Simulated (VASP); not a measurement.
# In (Im-3m) in VASP: notebook

In is run at these levels: PBEsol; tasks: single point.

All numbers are computed with VASP 6.6.1; they aren't measurements. Logs are shortened: lines on timing, memory, paths and dates and some standing lists are left out, and cuts for length are marked.

## (1) The cell of the first run

Symmetry: Im-3m, No. 229, cubic system. Conventional cell: a = 3.652 Å, b = 3.652 Å, c = 3.652 Å, α = 90.00°, β = 90.00°, γ = 90.00°. Within 4.2 Å of In (site symmetry m-3m) lie 14 In at 3.16 to 3.65 Å.

## (2) Single point, PBEsol (strain -0.030 along x and y, -0.030 along z)

INCAR

```
SYSTEM = In
PREC = Accurate
ENCUT = 520
EDIFF = 1E-6
ISMEAR = 0
SIGMA = 0.15
LREAL = .FALSE.
LASPH = .TRUE.
NELM = 60
ALGO = Normal
ISIF = 2
LWAVE = .FALSE.
LCHARG = .TRUE.
GGA = PS
LELF = .TRUE.
LVHAR = .TRUE.
NBANDS = 12
```

KPOINTS

```
Automatic mesh
0
G
  18 18 18
  0 0 0
```

POSCAR

```
In
1.0
   -1.8260494828      1.8260494828      1.8260494828
    1.8260494828     -1.8260494828      1.8260494828
    1.8260494828      1.8260494828     -1.8260494828
In
1
Direct
    0.0000000000      0.0000000000      0.0000000000
```

Potentials or basis: VASP PAW PBE potentials, release 64 (In_d).

On the command line:

```console
$ cat potpaw_PBE.64/In_d/POTCAR > POTCAR
$ mpirun -np 1 vasp_std > vasp.out
```

OUTCAR:

```text
SYSTEM = In
   PREC = Accurate
   ENCUT = 520
   EDIFF = 1E-6
   ISMEAR = 0
   LREAL = .FALSE.
   LASPH = .TRUE.
   NELM = 60
   ISIF = 2
   GGA = PS

 ion  position               nearest neighbor table
   1  0.000  0.000  0.000-

  LATTYP: Found a body centered cubic cell.
 ALAT       =     3.6520989656

  Lattice vectors:

 A1 = (  -1.8260494828,   1.8260494828,   1.8260494828)
 A2 = (   1.8260494828,  -1.8260494828,   1.8260494828)
 A3 = (   1.8260494828,   1.8260494828,  -1.8260494828)

Analysis of symmetry for initial positions (statically):
=====================================================================
 Subroutine PRICEL returns:
 Original cell was already a primitive cell.

 Routine SETGRP: Setting up the symmetry group for a
 body centered cubic supercell.

 Subroutine GETGRP returns: Found 48 space group operations
 (whereof 48 operations were pure point group operations)
 out of a pool of 48 trial point group operations.

The static configuration has the point symmetry O_h .

Analysis of symmetry for dynamics (positions and initial velocities):
=====================================================================
 Subroutine PRICEL returns:
 Original cell was already a primitive cell.

 Routine SETGRP: Setting up the symmetry group for a
 body centered cubic supercell.

 Subroutine GETGRP returns: Found 48 space group operations
 (whereof 48 operations were pure point group operations)
 out of a pool of 48 trial point group operations.

The dynamic configuration has the point symmetry O_h .

 Subroutine INISYM returns: Found 48 space group operations
 (whereof 48 operations are pure point group operations),
 and found     1 'primitive' translations

----------------------------------------------------------------------------------------

                                     Primitive cell

  volume of cell :      24.3555

  direct lattice vectors                    reciprocal lattice vectors
    -1.826049483  1.826049483  1.826049483     0.000000000  0.273815143  0.273815143
     1.826049483 -1.826049483  1.826049483     0.273815143  0.000000000  0.273815143
     1.826049483  1.826049483 -1.826049483     0.273815143  0.273815143  0.000000000

  length of vectors
     3.162810481  3.162810481  3.162810481     0.387233089  0.387233089  0.387233089

  position of ions in fractional coordinates (direct lattice)
     0.000000000  0.000000000  0.000000000

  ion indices of the primitive-cell ions
   primitive index   ion index
                 1           1

----------------------------------------------------------------------------------------

 KPOINTS: Automatic mesh

Automatic generation of k-mesh.
 Grid dimensions read from file:
 generate k-points for:   18   18   18

 Generating k-lattice:

  Cartesian coordinates                     Fractional coordinates (reciprocal lattice)
     0.000000000  0.015211952  0.015211952     0.055555556  0.000000000  0.000000000
     0.015211952  0.000000000  0.015211952     0.000000000  0.055555556  0.000000000
     0.015211952  0.015211952  0.000000000     0.000000000  0.000000000  0.055555556

  Length of vectors
     0.021512949  0.021512949  0.021512949

  Shift w.r.t. Gamma in fractional coordinates (k-lattice)
     0.000000000  0.000000000  0.000000000

 Subroutine IBZKPT returns following result:
 ===========================================

 Found    195 irreducible k-points:

 Following reciprocal coordinates:
            Coordinates               Weight
  0.000000  0.000000  0.000000      1.000000
  0.055556  0.000000  0.000000     12.000000
  0.111111  0.000000  0.000000     12.000000
  0.166667  0.000000  0.000000     12.000000
  0.222222  0.000000  0.000000     12.000000
  0.277778  0.000000  0.000000     12.000000
[... 16 lines left out ...]
  0.333333  0.111111  0.000000     48.000000
  0.388889  0.111111  0.000000     48.000000
 [... further k-points ...]
   k-points           NKPTS =    195   k-points in BZ     NKDIM =    195   number of bands    NBANDS=     12
   number of dos      NEDOS =    301   number of ions     NIONS =      1
   total plane-waves  NPLWV =  13824
   dimension x,y,z NGX =    24 NGY =   24 NGZ =   24
   dimension x,y,z NGXF=    48 NGYF=   48 NGZF=   48
   ions per type =               1
   NGX,Y,Z   is equivalent  to a cutoff of  12.62, 12.62, 12.62 a.u.
   NGXF,Y,Z  is equivalent  to a cutoff of  25.23, 25.23, 25.23 a.u.
 SYSTEM =  In
   PREC   = accura    normal or accurate (medium, high low for compatibility)
   ISTART =      0    job   : 0-new  1-cont  2-samecut
   ICHARG =      2    charge: 1-file 2-atom 10-const
   ISPIN  =      1    spin polarized calculation?
   LNONCOLLINEAR =      F non collinear calculations
   LSORBIT =      F    spin-orbit coupling
   LASPH  =      T    aspherical Exc in radial PAW
   ENCUT  =  520.0 eV  38.22 Ry    6.18 a.u.   5.88  5.88  5.88*2*pi/ulx,y,z
   NELM   =     60;   NELMIN=  2; NELMDL= -5     # of ELM steps
   EDIFF  = 0.1E-05   stopping-criterion for ELM
   LREAL  =      F    real-space projection
   EDIFFG = 0.1E-04   stopping-criterion for IOM
   NSW    =      0    number of steps for IOM
   IBRION =     -1    ionic relax: 0-MD 1-quasi-New 2-CG
   NFREE  =      0    steps in history (QN), initial steepest desc. (CG)
   ISIF   =      2    stress and relaxation
   ISYM   =      2    0-nonsym 1-usesym 2-fastsym
   POTIM  = 0.5000    time-step for ionic-motion
   TEBEG  =    0.0;   TEEND  =   0.0 temperature during run
   PSTRESS=    0.0 pullay stress
   NELECT =      13.0000    total number of electrons
   NUPDOWN=      -1.0000    fix difference up-down
   EMIN   =  10.00;   EMAX   =-10.00  energy-range for DOS
   EFERMI =   0.00;   METHOD = LEGACY
   ISMEAR =     0;   SIGMA  =   0.15  broadening in eV -4-tet -1-fermi 0-gaus
   EFERMI_NEDOS =   21; number of points for ismear=-14 and -15
   IALGO  =     38    algorithm
   IMIX   =      4    mixing-type and parameters
     AMIX     =   0.40;   BMIX     =  1.00
     AMIX_MAG =   1.60;   BMIX_MAG =  1.00
  volume/ion in A,a.u.               =      24.36       164.36
  Fermi-wavevector in a.u.,A,eV,Ry     =   1.327976  2.509510 23.994133  1.763519
  Thomas-Fermi vector in A             =   2.457248
   LORBIT       =      0    0 simple, 1 ext, 2 COOP (PROOUT), +10 PAW based schemes
   GGA     = PS    functional components
   LHFCALC =     F    Hartree Fock is set to
   AEXX    =    0.0000 exact exchange contribution
   IVDW    =     0    specifies the selected vdW correction
   LEPSILON=     F    determine dielectric tensor
   LRPA    =     F    only Hartree local field effects (RPA)
 non-spin polarized calculation
 Gauss-broadening in eV      SIGMA  =   0.15
  energy-cutoff  :      520.00
  volume of cell :       24.36
 maximum number of plane-waves:       682
   NGX = 11   NGY = 11   NGZ = 11

 number of electron      13.0000002 magnetization

 Free energy of the ion-electron system (eV)
  ---------------------------------------------------
  ext. energy  EPLUGINS =         0.00000000
  ---------------------------------------------------
  free energy    TOTEN  =        -2.96035348 eV

  energy without entropy =       -2.95470923  energy(sigma->0) =       -2.95753136

 E-fermi :   8.2197     XC(G=0): -10.7524

 val. band max:        8.1754877020   @ k =  -0.3333   0.5000   0.1667
 cond. band min:       8.2224985456   @ k =  -0.3889   0.3889   0.1667
 fundamental gap:      0.0470108436
 Fermi energy:         8.2197450821

 k-point     1 :       0.0000    0.0000    0.0000
  band No.  band energies     occupation
      1      -6.4872      2.00000
      2      -6.4872      2.00000
      3      -6.4872      2.00000
      4      -6.1507      2.00000
      5      -6.1507      2.00000
      6      -1.8756      2.00000
      7      20.1062      0.00000
      8      20.1062      0.00000
      9      20.1062      0.00000
     10      21.4183      0.00000
     11      21.4183      0.00000
     12      21.4183      0.00000

 k-point     2 :       0.0556    0.0000    0.0000
  band No.  band energies     occupation
      1      -6.4915      2.00000
      2      -6.4835      2.00000
      3      -6.4716      2.00000
      4      -6.1552      2.00000
      5      -6.1507      2.00000
      6      -1.8000      2.00000
      7      19.2363      0.00000
      8      19.6895      0.00000
      9      19.8801      0.00000
     10      20.9565      0.00000
     11      21.1864      0.00000
     12      21.3441      0.00000

 k-point     3 :       0.1111    0.0000    0.0000
  band No.  band energies     occupation
      1      -6.5038      2.00000
      2      -6.4745      2.00000
      3      -6.4264      2.00000
      4      -6.1676      2.00000
      5      -6.1510      2.00000
      6      -1.5719      2.00000
      7      17.3240      0.00000
      8      18.7970      0.00000
      9      19.2414      0.00000
     10      20.4975      0.00000
     11      20.7066      0.00000
     12      21.4440      0.00000
[... 286 lines left out ...]
 k-point    23 :       0.3333    0.1111    0.0000
  band No.  band energies     occupation
      1      -6.5908      2.00000
      2      -6.5015      2.00000
      3      -6.1887      2.00000
      4      -6.1631      2.00000
      5      -6.0289      2.00000
      6       2.1829      2.00000
      7       7.7827      1.99996
      8      13.0232      0.00000
      9      15.4227      0.00000
     10      19.5410      0.00000
     11      21.5444      0.00000
     12      23.5610      0.00000

 k-point    24 :       0.3889    0.1111    0.0000
  band No.  band energies     occupation
      1      -6.6016      2.00000
      2      -6.5159      2.00000
      3      -6.1775      2.00000
      4      -6.1649      2.00000
      5      -5.9877      2.00000
      6       3.3486      2.00000
      7       6.1928      2.00000
      8      12.7603      0.00000
      9      15.1880      0.00000
     10      19.4215      0.00000
     11      21.4284      0.00000
     12      24.4172      0.00000

 [... further k-points ...]
[... 5 lines left out ...]
  --------------------------------------------------------------------------------------
  -------------------------------------------------------------------------------------
  Total        0.4454715      0.4454715      0.4454715      0.0000000      0.0000000      0.0000000
  in kB       29.3044005     29.3044005     29.3044005      0.0000000      0.0000000      0.0000000
  external PRESSURE =      29.3044005 kB  Pullay stress =       0.0000000 kB

 VOLUME and BASIS-vectors are now :
 -----------------------------------------------------------------------------
  energy-cutoff  :      520.00
  volume of cell :       24.36
      direct lattice vectors                 reciprocal lattice vectors
    -1.826049483  1.826049483  1.826049483     0.000000000  0.273815143  0.273815143
     1.826049483 -1.826049483  1.826049483     0.273815143  0.000000000  0.273815143
     1.826049483  1.826049483 -1.826049483     0.273815143  0.273815143  0.000000000

 POSITION                                       TOTAL-FORCE (eV/Angst)
 -----------------------------------------------------------------------------------
      0.00000      0.00000      0.00000        -0.000000      0.000000     -0.000000
 -----------------------------------------------------------------------------------
    total drift:                                0.000000      0.000000     -0.000000

  FREE ENERGIE OF THE ION-ELECTRON SYSTEM (eV)
  ---------------------------------------------------
  free  energy   TOTEN  =        -2.9603534844 eV

  energy  without entropy=       -2.9547092349  energy(sigma->0) =       -2.95753136
```

It used 18 s of CPU time on 1 thread of Intel Xeon 6975P-C (shared host).

Results:

```
Free energy : -2.9604 eV
Pressure    : 2.9 GPa
```

Caveat: the cell differs from its parent crystal (strain -0.030 along x and y, -0.030 along z); the PAW data sets were made with another functional, which shifts forces and pressure a little; spin-orbit coupling is left out, which moves the levels of the heavy elements.

## (3) Single point, PBEsol (strain +0.030 along x and y, +0.030 along z)

INCAR

```
ALGO = Fast
EDIFF = 1E-6
ENCUT = 520
GGA = PS
ISIF = 2
ISMEAR = 0
LASPH = T
LCHARG = F
LREAL = F
LWAVE = F
NBANDS = 12
NELM = 100
PREC = Accurate
SIGMA = 0.15
```

KPOINTS

```
k-points
0
Gamma
  18 18 18
```

POSCAR

```
In
1.0
   -1.9390009972      1.9390009972      1.9390009972
    1.9390009972     -1.9390009972      1.9390009972
    1.9390009972      1.9390009972     -1.9390009972
In
1
Direct
    0.0000000000      0.0000000000      0.0000000000
```

Potentials or basis: VASP PAW PBE potentials, release 64 (In_d).

On the command line:

```console
$ cat potpaw_PBE.64/In_d/POTCAR > POTCAR
$ mpirun -np 1 vasp_std > vasp.out
```

OUTCAR:

```text
EDIFF = 1E-6
   ENCUT = 520
   GGA = PS
   ISIF = 2
   ISMEAR = 0
   LASPH = T
   LREAL = F
   NELM = 100
   PREC = Accurate

 ion  position               nearest neighbor table
   1  0.000  0.000  0.000-

  LATTYP: Found a body centered cubic cell.
 ALAT       =     3.8780019944

  Lattice vectors:

 A1 = (  -1.9390009972,   1.9390009972,   1.9390009972)
 A2 = (   1.9390009972,  -1.9390009972,   1.9390009972)
 A3 = (   1.9390009972,   1.9390009972,  -1.9390009972)

Analysis of symmetry for initial positions (statically):
=====================================================================
 Subroutine PRICEL returns:
 Original cell was already a primitive cell.

 Routine SETGRP: Setting up the symmetry group for a
 body centered cubic supercell.

 Subroutine GETGRP returns: Found 48 space group operations
 (whereof 48 operations were pure point group operations)
 out of a pool of 48 trial point group operations.

The static configuration has the point symmetry O_h .

Analysis of symmetry for dynamics (positions and initial velocities):
=====================================================================
[... 162 lines left out ...]
 fundamental gap:      0.0066967466
 Fermi energy:         6.1675991815

 k-point     1 :       0.0000    0.0000    0.0000
  band No.  band energies     occupation
      1      -8.2950      2.00000
      2      -8.2950      2.00000
      3      -8.2950      2.00000
      4      -8.0828      2.00000
      5      -8.0828      2.00000
      6      -2.6547      2.00000
      7      16.1432      0.00000
      8      16.1432      0.00000
      9      16.1432      0.00000
     10      18.8508      0.00000
     11      18.8508      0.00000
     12      18.8508      0.00000
[... 331 lines left out ...]
 k-point    24 :       0.3889    0.1111    0.0000
  band No.  band energies     occupation
      1      -8.3595      2.00000
      2      -8.2902      2.00000
      3      -8.0999      2.00000
      4      -8.0934      2.00000
      5      -7.9800      2.00000
      6       1.7401      2.00000
      7       4.4526      2.00000
      8      10.1991      0.00000
      9      12.4694      0.00000
     10      16.1919      0.00000
     11      17.9985      0.00000
     12      20.8364      0.00000

 [... further k-points ...]
[... 5 lines left out ...]
  --------------------------------------------------------------------------------------
  -------------------------------------------------------------------------------------
  Total       -0.7145926     -0.7145926     -0.7145926      0.0000000     -0.0000000      0.0000000
  in kB      -39.2622338    -39.2622338    -39.2622338      0.0000000     -0.0000000      0.0000000
  external PRESSURE =     -39.2622338 kB  Pullay stress =       0.0000000 kB

 VOLUME and BASIS-vectors are now :
 -----------------------------------------------------------------------------
  energy-cutoff  :      520.00
  volume of cell :       29.16
      direct lattice vectors                 reciprocal lattice vectors
    -1.939000997  1.939000997  1.939000997     0.000000000  0.257864746  0.257864746
     1.939000997 -1.939000997  1.939000997     0.257864746  0.000000000  0.257864746
     1.939000997  1.939000997 -1.939000997     0.257864746  0.257864746  0.000000000

 POSITION                                       TOTAL-FORCE (eV/Angst)
 -----------------------------------------------------------------------------------
      0.00000      0.00000      0.00000         0.000000      0.000000      0.000000
 -----------------------------------------------------------------------------------
    total drift:                                0.000000     -0.000000     -0.000000

  FREE ENERGIE OF THE ION-ELECTRON SYSTEM (eV)
  ---------------------------------------------------
  free  energy   TOTEN  =        -2.9280910263 eV

  energy  without entropy=       -2.9228100806  energy(sigma->0) =       -2.92545055
```

OSZICAR:

```text
N       E                     dE             d eps       ncg     rms          rms(c)
DAV:   1     0.778510868112E+02    0.77851E+02   -0.62668E+03  4740   0.132E+03
DAV:   2     0.915146127688E+00   -0.76936E+02   -0.75027E+02  4904   0.286E+02
DAV:   3    -0.287130920138E+01   -0.37865E+01   -0.37750E+01  5632   0.643E+01
DAV:   4    -0.295837060213E+01   -0.87061E-01   -0.87037E-01  5884   0.994E+00
DAV:   5    -0.296211991663E+01   -0.37493E-02   -0.37492E-02  6340   0.178E+00    0.177E+00
RMM:   6    -0.293344499932E+01    0.28675E-01   -0.39591E-02  5703   0.310E+00    0.909E-01
RMM:   7    -0.292834726558E+01    0.50977E-02   -0.13394E-02  5456   0.145E+00    0.236E-01
RMM:   8    -0.292802847348E+01    0.31879E-03   -0.18027E-03  6692   0.642E-01    0.598E-02
RMM:   9    -0.292808288263E+01   -0.54409E-04   -0.54662E-04  7072   0.234E-01    0.467E-02
RMM:  10    -0.292808533758E+01   -0.24549E-05   -0.15373E-04  6128   0.226E-01    0.600E-03
RMM:  11    -0.292808974237E+01   -0.44048E-05   -0.70196E-05  7502   0.890E-02    0.118E-02
RMM:  12    -0.292809278150E+01   -0.30391E-05   -0.16525E-05  6212   0.429E-02    0.338E-02
RMM:  13    -0.292809100789E+01    0.17736E-05   -0.76501E-06  5833   0.468E-02    0.106E-02
RMM:  14    -0.292809102635E+01   -0.18460E-07   -0.17426E-06  3274   0.135E-02
   1 F= -.29280910E+01 E0= -.29254506E+01  d E =-.528095E-02
```

It took 72 s on 1 thread of Intel Xeon 6975P-C, shared host; peak memory 0.2 GiB.

What came out:

* Free energy: -2.9281 eV
* Pressure: -3.9 GPa

Caveat: the cell differs from its parent crystal (strain +0.030 along x and y, +0.030 along z); the PAW data sets were made with another functional, which shifts forces and pressure a little; spin-orbit coupling is left out, which moves the levels of the heavy elements.
